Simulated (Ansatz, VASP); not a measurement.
**Ge in VASP and in Ansatz**

```xyz
2
Lattice="3.8560 0.0000 0.0000 -1.9280 3.3394 0.0000 0.0000 0.0000 28.0000" Properties=species:S:1:pos:R:3 pbc="T T T"
Ge    0.0000    2.2263   14.0725
Ge    1.9280    1.1131   13.9275
```

Alike in both runs: task single point; functional PBE; k mesh 12 × 12 × 1; occupations gaussian, width 0.1 eV; no spin polarisation.

```csv
,VASP,Ansatz
version,VASP 6.6.1,Ansatz 0.2.0
potentials or method,"VASP PAW PBE potentials, release 64 (Ge_d), cutoff 520 eV","scalar-relativistic, plane waves, PAW"
valence electrons in the cell,28,28
```

```tsv
	VASP	Ansatz	Ansatz less VASP
gap on the k mesh at the Fermi level (eV)	none	none	-
rms of the force components (eV/Å)	0.265	0.269	+0.0045
```

Atom by atom the forces differ by 0.004 eV/Å (rms over components). A gap of «none» marks a metal or a gap that the smearing closes.
